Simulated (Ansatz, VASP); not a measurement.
## Ti in VASP and in Ansatz

```
Ti
1.0
     0.00000    1.96552    2.00053
     1.86050    0.00000    2.00053
     1.86050    1.96552    0.00000
Ti
1
Direct
  0.00000 0.00000 0.00000
```

Change from the starting cell: normal strain along x -0.0700, normal strain along y -0.0175.

Alike in both runs: task single point; functional LDA; k mesh 20 × 20 × 20; occupations gaussian, width 0.15 eV; no spin polarisation.

|  | VASP | Ansatz |
| --- | --- | --- |
| version | VASP 6.6.1 | Ansatz 0.2.0 |
| potentials or method | VASP PAW LDA potentials, release 64 (Ti_sv), cutoff 520 eV | scalar-relativistic, plane waves, PAW |
| valence electrons in the cell | 12 | 12 |

Ansatz gave:

| Item | Value |
| --- | --- |
| gap on the k mesh at the Fermi level (eV) | none |
| pressure (GPa) | 12.8 |
| traceless stress, the component that is largest in VASP (GPa) | 1.24 |

What did VASP give for the same quantities?

gap on the k mesh at the Fermi level (eV): none; pressure (GPa): 12.5; traceless stress, the component that is largest in VASP (GPa): 1.26.

Ansatz warns that its potentials were made for another functional, while VASP's fit it. LDA's correlation is that of Perdew and Zunger in VASP and of Perdew and Wang (1992) in Ansatz. A gap of «none» marks a metal or a gap that the smearing closes.
